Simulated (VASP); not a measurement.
A run of VASP 6.6.1:

Contents of INCAR:

```
ALGO = Normal
EDIFF = 1E-6
ENCUT = 520
GGA = RP
ISIF = 2
ISMEAR = -1
ISPIN = 2
LASPH = True
LCHARG = False
LMAXMIX = 4
LORBIT = 11
LREAL = False
LWAVE = False
MAGMOM = 0.5 -0.5
NBANDS = 21
NELM = 150
PREC = Accurate
SIGMA = 0.05
```

The input KPOINTS:

```
k-points
0
Gamma
  10 10 10
```

Contents of POSCAR:

```
Pd
1.0
    0.0000000000      2.9478184417      2.9478184417
    2.9478184417      0.0000000000      2.9478184417
    2.9478184417      2.9478184417      0.0000000000
Pd
2
Direct
    0.1250000000      0.1250000000      0.1250000000
    0.8750000000      0.8750000000      0.8750000000
```

Potentials or basis: VASP PAW PBE potentials, release 64 (Pd).

Command:

```sh
$ cat potpaw_PBE.64/Pd/POTCAR > POTCAR
$ mpirun -np 1 vasp_std > vasp.out
```

Hardware: 1 thread of AMD EPYC 9R45 96-Core Processor (Zen 5) (shared host).

Q: Estimate the wall time of this run.

A: Wall time 44 s on 1 thread of AMD EPYC 9R45 96-Core Processor (Zen 5) (shared host), peak memory 0.21 GiB. Counts: scf iterations 14, k points 47.
